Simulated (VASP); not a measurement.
Input of a VASP 6.6.1 run:

The input INCAR:

```
PREC = Accurate
ENCUT = 520
EDIFF = 1E-6
ISMEAR = -1
SIGMA = 0.02
LREAL = False
LASPH = True
NELM = 100
ALGO = Normal
ISIF = 2
LWAVE = False
LCHARG = True
GGA = PE
LELF = True
LVHAR = True
NBANDS = 29
```

File KPOINTS:

```
regular mesh
0
Gamma
  4 4 4
```

File POSCAR:

```
RbZnI3
1.0
    5.7791976498      0.0000000000      0.0000000000
    0.0000000000      5.7791976498      0.0000000000
    0.0000000000      0.0000000000      5.7791976498
Rb Zn I
1 1 3
Direct
    0.0000000000      0.0000000000      0.0000000000
    0.5000000000      0.5000000000      0.5000000000
    0.5000000000      0.5000000000      0.0000000000
    0.5000000000      0.0000000000      0.5000000000
    0.0000000000      0.5000000000      0.5000000000
```

Potentials or basis: VASP PAW PBE potentials, release 64 (Rb_sv, Zn, I).

Command:

```bash
$ cat potpaw_PBE.64/Rb_sv/POTCAR potpaw_PBE.64/Zn/POTCAR potpaw_PBE.64/I/POTCAR > POTCAR
$ mpirun -np 1 vasp_std > vasp.out
```

Problem. Predict the band gap on the k mesh.

Solution. Zero (band 21 reaches 1.51 eV, above the bottom of band 22 at 1.03 eV).

Problem. Predict the pressure.

Solution. 0.1 GPa.

Caveat: spin-orbit coupling is left out, which moves the levels of the heavy elements.
